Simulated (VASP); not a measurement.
Set up this calculation in VASP 6.6.1, as the native input.

```
Task                   : relaxation of cell and atoms
Functional             : PBE
Potentials or basis    : VASP PAW PBE potentials, release 64 (In_d, Re, S)
Cutoff                 : 600 eV
k mesh                 : 3 × 3 × 6
Occupations            : gaussian, width 0.1 eV
Spin                   : collinear spin
Starting moments       : [0.0, 4.61, 0.0, 0.0, 0.0, 0.0] μB
Dipole correction      : no
Further INCAR settings : ALGO = Normal; EDIFF = 1e-06; IBRION = 2; EDIFFG = -0.04; NSW = 90; ISIF = 3
```

The structure of InReS4 lies in POSCAR:

```
InReS4
1.0
    6.8090471963      0.0000000000      0.0000000000
   -3.4045235982      5.8968078476      0.0000000000
    0.0000000000      0.0000000000      3.3195811292
In Re S
1 1 4
Direct
    0.0000000000      0.0000000000      0.0000000000
    0.6666666667      0.3333333333      0.0000000000
    0.3333333333      0.6666666667      0.0000000000
    0.6541650183      0.8270825091      0.5000000000
    0.1729174909      0.8270825091      0.5000000000
    0.1729174909      0.3458349817      0.5000000000
```

The cell was built from a structure type or drawn by symmetry, and may not be a known phase.

These files were run (other wordings do the same):

INCAR

```
SYSTEM = InReS4
PREC = Accurate
ENCUT = 600
EDIFF = 1E-6
ISMEAR = 0
SIGMA = 0.1
LREAL = .FALSE.
LASPH = .TRUE.
NELM = 150
ALGO = Normal
ISIF = 3
LWAVE = .FALSE.
LCHARG = .FALSE.
ISPIN = 2
MAGMOM = 0 4.61 0 0 0 0
LORBIT = 11
LMAXMIX = 4
GGA = PE
IBRION = 2
NSW = 90
EDIFFG = -0.04
```

KPOINTS

```
regular mesh
0
G
  3 3 6
  0 0 0
```

Potentials or basis: VASP PAW PBE potentials, release 64 (In_d, Re, S).

Run with:

```bash
$ cat potpaw_PBE.64/In_d/POTCAR potpaw_PBE.64/Re/POTCAR potpaw_PBE.64/S/POTCAR > POTCAR
$ mpirun -np 1 vasp_std > vasp.out
```

Results of the run:

```
Relaxed volume                                        : 22.47 Å³/atom
Relaxed cell                                          : a = 6.838 Å, b = 6.838 Å, c = 3.329 Å, α = 90.00°, β = 90.00°, γ = 120.00°
Space group after relaxing (to 0.1 Å)                 : P-6m2 (No. 187)
Energy gained by relaxing                             : 0.5 meV/atom
Ionic steps                                           : 2
Pressure after relaxing                               : -0.1 GPa
Largest force after relaxing                          : 0.034 eV/Å
Net moment                                            : 5.32 μB per cell
Site moments                                          : In +0.01; Re +4.21; S +0.02, +0.07 (each value once) μB
Valence electrons inside the program's atomic spheres : In 11.37; Re 5.08; S 3.44, 3.62 (each value once)
```

Wall time 2.7 min on 1 thread of Intel(R) Xeon(R) 6975P-C (Granite Rapids) (shared host), peak memory 0.38 GiB.
